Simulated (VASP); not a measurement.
SiO2:

```
CELL_PARAMETERS angstrom
4.06724 0.00000 0.00000
0.00000 4.06724 0.00000
0.00000 0.00000 2.68438
ATOMIC_POSITIONS crystal
Si 0.00000 0.00000 0.00000
Si 0.50000 0.50000 0.50000
O 0.30500 0.30500 0.00000
O 0.19500 0.80500 0.50000
O 0.80500 0.19500 0.50000
O 0.69500 0.69500 0.00000
```

| Quantity | Value |
| --- | --- |
| Program | VASP 6.6.1 |
| Task | relaxation of cell and atoms |
| Functional | PBE |
| Potentials or basis | VASP PAW PBE potentials, release 64 (Si, O) |
| Cutoff | 600 eV |
| k mesh | 6 × 6 × 8 |
| Occupations | fermi-dirac, width 0.02 eV |
| Spin | no spin polarisation |

At the start: pressure 26.6 GPa; volume 7.40 Å³/atom.

Task: Where does the relaxation end?

Result: Over 11 steps the energy falls by 53.6 meV/atom and the volume is 8.04 Å³/atom (+8.6 %); space group P4_2/mnm (No. 136, to 0.05 Å).

The path:
| step | energy change (eV) | largest force (eV/Å) | pressure (GPa) | volume (Å³) |
| --- | --- | --- | --- | --- |
| 1 | 0.0000 | 0.3292 | 26.61 | 44.41 |
| 2 | 0.1204 | 1.0303 | -23.99 | 52.78 |
| 3 | -0.2876 | 0.3634 | -0.82 | 47.99 |
| 4 | -0.2878 | 0.3513 | -0.39 | 47.91 |
| 5 | -0.3198 | 0.0538 | 0.13 | 48.11 |
| 6 | -0.3216 | 0.0335 | 0.44 | 48.17 |
| 7 | -0.3216 | 0.0418 | 0.45 | 48.17 |
| 8 | -0.3216 | 0.0269 | -0.54 | 48.33 |
| 9 | -0.3218 | 0.0091 | -0.03 | 48.25 |
| 10 | -0.3218 | 0.0097 | -0.02 | 48.24 |
| 11 | -0.3218 | 0.0015 | 0.02 | 48.23 |

Final structure:
```cif
data_structure
_symmetry_space_group_name_H-M 'P 1'
_symmetry_Int_Tables_number 1
_cell_length_a 4.2324
_cell_length_b 4.2324
_cell_length_c 2.6926
_cell_angle_alpha 90.000
_cell_angle_beta 90.000
_cell_angle_gamma 90.000
_cell_volume 48.23
loop_
_atom_site_label
_atom_site_type_symbol
_atom_site_fract_x
_atom_site_fract_y
_atom_site_fract_z
_atom_site_occupancy
Si1 Si 0.00000 0.00000 0.00000 1
Si2 Si 0.50000 0.50000 0.50000 1
O1 O 0.30679 0.30679 0.00000 1
O2 O 0.19321 0.80680 0.50000 1
O3 O 0.80680 0.19321 0.50000 1
O4 O 0.69320 0.69320 0.00000 1
```
